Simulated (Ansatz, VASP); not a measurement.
One calculation of Si2BN, two programs

Contents of INCAR:

```
SYSTEM = Si2BN
PREC = Accurate
ENCUT = 520
EDIFF = 1E-6
ISMEAR = 0
SIGMA = 0.1
LREAL = .FALSE.
LASPH = .TRUE.
NELM = 150
ALGO = Normal
ISIF = 2
LWAVE = .FALSE.
LCHARG = .FALSE.
ISPIN = 2
MAGMOM = 0 0 0 1
LORBIT = 11
GGA = PE
NBANDS = 20
```

KPOINTS

```
Automatic mesh
0
G
  6 6 4
  0 0 0
```

POSCAR

```
Si2BN
1.0
    2.9943192672      0.0000000000      0.0000000000
    0.0000000000      2.9943192672      0.0000000000
    0.0000000000      0.0000000000      4.1551471840
Si B N
2 1 1
Direct
    0.5000000000      0.5000000000      0.5000000000
    0.0000000000      0.0000000000      0.0000000000
    0.0000000000      0.0000000000      0.5000000000
    0.5000000000      0.5000000000      0.0000000000
```

Input for Ansatz:

```yaml
crystal:
  lattice:
    - [2.9943192672, 0.0, 0.0]
    - [0.0, 2.9943192672, 0.0]
    - [0.0, 0.0, 4.155147184]
  atoms:
    - { symbol: Si, position: [0.5, 0.5, 0.5] }
    - { symbol: Si, position: [0.0, 0.0, 0.0] }
    - { symbol: B, position: [0.0, 0.0, 0.5] }
    - { symbol: "N", position: [0.5, 0.5, 0.0], spin: 1.0 }
basis:
  ecutwfc: 420
kpoints:
  mp_grid: { grid: [6, 6, 4] }
hamiltonian:
  xc: pbe
scf:
  occupations: { method: gaussian, width: 0.1 }
  lower_state_search: "off"
output:
  forces: true
  stress: true
  eigenvalues: true
  populations: true
magnetization:
  spin_polarized: true
```

Alike in both runs: task single point; functional PBE; k mesh 6 × 6 × 4; occupations gaussian, width 0.1 eV; collinear spin.

|  | VASP | Ansatz |
| --- | --- | --- |
| version | VASP 6.6.1 | Ansatz 0.2.0 |
| potentials or method | VASP PAW PBE potentials, release 64 (Si, B, N), cutoff 520 eV | scalar-relativistic, plane waves, PAW |
| valence electrons in the cell | 16 | 16 |

|  | VASP | Ansatz | Ansatz less VASP |
| --- | --- | --- | --- |
| gap on the k mesh at the Fermi level (eV) | none | none | - |
| pressure (GPa) | -0.1 | -0.2 | -0.08 |
| traceless stress, the component that is largest in VASP (GPa) | 0.26 | 0.26 | +0.005 |
| net moment per atom (μB) | 0.00 | 0.00 | 0.000 |

A gap of «none» marks a metal or a gap that the smearing closes. With one functional, cell and mesh, what is left measures potentials, basis and numerics. Ansatz's warnings: seeded moment not kept.

The k mesh is coarse, so the values compare programs but aren't converged.
